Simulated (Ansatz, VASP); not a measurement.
**Sr in VASP and in Ansatz**

The input INCAR:

```
PREC = Accurate ; ENCUT = 520
EDIFF = 1E-6 ; ISMEAR = 0
SIGMA = 0.1 ; LREAL = F
LASPH = T ; NELM = 80
ALGO = Normal ; ISIF = 2
LWAVE = F ; LCHARG = F
GGA = PS ; NBANDS = 11
```

Contents of KPOINTS:

```
regular mesh
0
Gamma
  12 12 12
```

POSCAR

```
Sr
1.0
   -2.3132597231      2.3132597231      2.3132597231
    2.3132597231     -2.3132597231      2.3132597231
    2.3132597231      2.3132597231     -2.3132597231
Sr
1
Direct
    0.0000000000      0.0000000000      0.0000000000
```

Input for Ansatz:

```yaml
crystal:
  lattice:
    - [-2.3132597231, 2.3132597231, 2.3132597231]
    - [2.3132597231, -2.3132597231, 2.3132597231]
    - [2.3132597231, 2.3132597231, -2.3132597231]
  atoms:
    - { symbol: Sr, position: [0.0, 0.0, 0.0] }
basis:
  ecutwfc: 420
kpoints:
  mp_grid: { grid: [12, 12, 12] }
hamiltonian:
  xc: pbesol
scf:
  occupations: { method: gaussian, width: 0.1 }
output:
  forces: true
  stress: true
  eigenvalues: true
```

Alike in both runs: task single point; functional PBEsol; k mesh 12 × 12 × 12; occupations gaussian, width 0.1 eV; no spin polarisation.

|  | VASP | Ansatz |
| --- | --- | --- |
| version | VASP 6.6.1 | Ansatz 0.2.0 |
| potentials or method | VASP PAW PBE potentials, release 64 (Sr_sv), cutoff 520 eV | scalar-relativistic, plane waves, PAW |
| valence electrons in the cell | 10 | 10 |

|  | VASP | Ansatz | Ansatz less VASP |
| --- | --- | --- | --- |
| gap on the k mesh at the Fermi level (eV) | none | none | - |
| pressure (GPa) | 0.4 | 0.4 | -0.02 |

VASP's potentials were made for PBE, not for PBEsol. A gap of «none» marks a metal or a gap that the smearing closes. The functional is the same, so the differences come from potentials, cutoffs and numerics.
